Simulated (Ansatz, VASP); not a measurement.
## One calculation of La, two programs

```
CELL_PARAMETERS angstrom
3.78306 0.00000 0.00000
-1.89153 3.27623 0.00000
0.00000 0.00000 6.07613
ATOMIC_POSITIONS crystal
La 0.33333 0.66667 0.25000
La 0.66667 0.33333 0.76317
```

Alike in both runs: task single point; functional PBE; k mesh 12 × 12 × 7; occupations fermi-dirac, width 0.05 eV; no spin polarisation.

|  | VASP | Ansatz |
| --- | --- | --- |
| version | VASP 6.6.1 | Ansatz 0.2.0 |
| potentials or method | VASP PAW PBE potentials, release 64 (La), cutoff 520 eV | all-electron LAPW, scalar-relativistic |

|  | VASP | Ansatz | Ansatz less VASP |
| --- | --- | --- | --- |
| pressure (GPa) | 0.1 | 0.1 | -0.04 |
| rms of the force components (eV/Å) | 0.067 | 0.067 | -0.0002 |

Atom by atom the forces differ by 0.000 eV/Å (rms over components). Ansatz ran all-electron here, and VASP with PAW potentials.

Spin-orbit coupling is off throughout.
